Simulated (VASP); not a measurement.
A run of VASP 6.6.1 is set up as follows.

The input INCAR:

```
SYSTEM = HgPt
ALGO     = Normal         ! electronic algorithm
EDIFF    = 1E-8           ! SCF threshold, eV
ENCUT    = 520            ! plane-wave cutoff, eV
ISIF     = 2              ! what is computed and relaxed
ISMEAR   = -1             ! smearing method
LASPH    = .TRUE.         ! aspherical terms in the spheres
LCHARG   = .FALSE.        ! write CHGCAR
LEFG     = .TRUE.       
LREAL    = .FALSE.        ! projectors in reciprocal space
LWAVE    = .FALSE.        ! write WAVECAR
NBANDS   = 18             ! bands
NELM     = 60             ! most SCF steps
PREC     = Accurate       ! precision mode
SIGMA    = 0.03           ! smearing width, eV
```

KPOINTS

```
k-points
0
G
  12 12 10
  0 0 0
```

The input POSCAR:

```
HgPt
1.0
    2.9710000000      0.0000000000      0.0000000000
    0.0000000000      2.9710000000      0.0000000000
    0.0000000000      0.0000000000      3.9015000000
Hg Pt
1 1
Direct
    0.0000000000      0.0000000000      0.0000000000
    0.5000000000      0.5000000000      0.5000000000
```

Potentials or basis: VASP PAW LDA potentials, release 64 (Hg, Pt).

Launch:

```console
$ cat potpaw_LDA.64/Hg/POTCAR potpaw_LDA.64/Pt/POTCAR > POTCAR
$ mpirun -np 1 vasp_std > vasp.out
```

Question: Estimate the pressure.

Answer: -3.3 GPa.

Question: Estimate the band gap on the k mesh.

Answer: Zero (bands 11 and 12 overlap by 3.73 eV).

Electric field gradients, principal values (V/Å²):
```csv
atom,least,middle,greatest (by size)
1 Hg,52.368,52.368,-104.735
2 Pt,-49.581,-49.581,99.162
```

Caveat: the cell differs from its parent crystal (zz strain of +2 %); the cell stands under tension; without QUAD_EFG the Cq values of the log hold for a quadrupole moment of 1 mb, not for the nuclei; spin-orbit coupling is left out, which moves the levels of the heavy elements.
